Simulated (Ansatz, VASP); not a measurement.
## One calculation of Al, two programs

```
Al
1.0
     3.05855    0.00000    0.00000
    -1.52927    2.64878    0.00000
     0.00000    0.00000    4.86685
Al
2
Direct
  0.66667 0.33333 0.75000
  0.33333 0.66667 0.25000
```

Change from the starting cell: strain +0.0875 x Voigt [1, 1, 0, 0, 0, 0], atoms carried along.

Alike in both runs: task single point; functional r2SCAN; k mesh 21 × 21 × 10; occupations gaussian, width 0.15 eV; no spin polarisation.

```csv
,VASP,Ansatz
version,VASP 6.6.1,Ansatz 0.2.0
potentials or method,"VASP PAW PBE potentials, release 64 (Al), cutoff 520 eV","scalar-relativistic, plane waves, PAW"
valence electrons in the cell,6,6
```

|  | VASP | Ansatz | Ansatz less VASP |
| --- | --- | --- | --- |
| gap on the k mesh at the Fermi level (eV) | none | none | - |
| pressure (GPa) | -11.4 | -11.2 | +0.17 |
| traceless stress, the component that is largest in VASP (GPa) | 0.65 | 0.66 | +0.008 |

VASP's potentials were made for PBE, not for r2SCAN. A gap of «none» marks a metal or a gap that the smearing closes.
